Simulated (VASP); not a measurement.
Here is a VASP 6.6.1 calculation.

Contents of INCAR:

```
ALGO = Normal
EDIFF = 1E-6
EDIFFG = -0.002
ENCUT = 600
IBRION = 2
ISIF = 3
ISMEAR = 0
LASPH = True
LCHARG = False
LREAL = False
LWAVE = False
NELM = 100
NSW = 100
PREC = Accurate
PSTRESS = 150.0
SIGMA = 0.01
```

KPOINTS

```
k-points
0
Gamma
  10 10 10
```

POSCAR

```
C
1.0
    0.0000000000      1.7658696213      1.7658696213
    1.7658696213      0.0000000000      1.7658696213
    1.7658696213      1.7658696213      0.0000000000
C
2
Direct
    0.5000000000      0.5000000000      0.5000000000
    0.7500000000      0.7500000000      0.7500000000
```

Potentials or basis: VASP PAW LDA potentials, release 64 (C).

The run is started by

```bash
$ cat potpaw_LDA.64/C/POTCAR > POTCAR
$ mpirun -np 1 vasp_std > vasp.out
```

(1) Predict the band gap on the k mesh.

(2) Predict the relaxed cell.

(3) What does it give for the space group after relaxing (to 0.05 Å)?

## Answers

(1) 4.27 eV, indirect (least direct gap 5.71 eV).

(2) a = 2.474 Å, b = 2.474 Å, c = 2.474 Å, α = 60.00°, β = 60.00°, γ = 60.00°.

(3) Fd-3m (No. 227).

Caveat: the cell is relaxed towards a set pressure, so the enthalpy falls and the energy may rise.
